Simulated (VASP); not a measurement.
Here is a VASP 6.6.1 calculation.

Contents of INCAR:

```
PREC = Accurate
ENCUT = 520
EDIFF = 1E-6
ISMEAR = -1
SIGMA = 0.1
LREAL = F
LASPH = T
NELM = 60
ALGO = Normal
ISIF = 2
LWAVE = F
LCHARG = F
NBANDS = 11
```

The input KPOINTS:

```
Automatic mesh
0
Gamma
  24 24 24
```

File POSCAR:

```
Pd
1.0
    0.0000000000      1.9153003861      1.9153003861
    1.9153003861      0.0000000000      1.9153003861
    1.9153003861      1.9153003861      0.0000000000
Pd
1
Direct
    0.0000000000      0.0000000000      0.0000000000
```

Potentials or basis: VASP PAW LDA potentials, release 64 (Pd).

Run with:

```console
$ cat potpaw_LDA.64/Pd/POTCAR > POTCAR
$ mpirun -np 1 vasp_std > vasp.out
```

Question: What does it give for the band gap on the k mesh?

Answer: Zero (band 5 reaches 10.78 eV, above the bottom of band 6 at 9.05 eV).

Question: Predict the pressure.

Answer: 2.3 GPa.
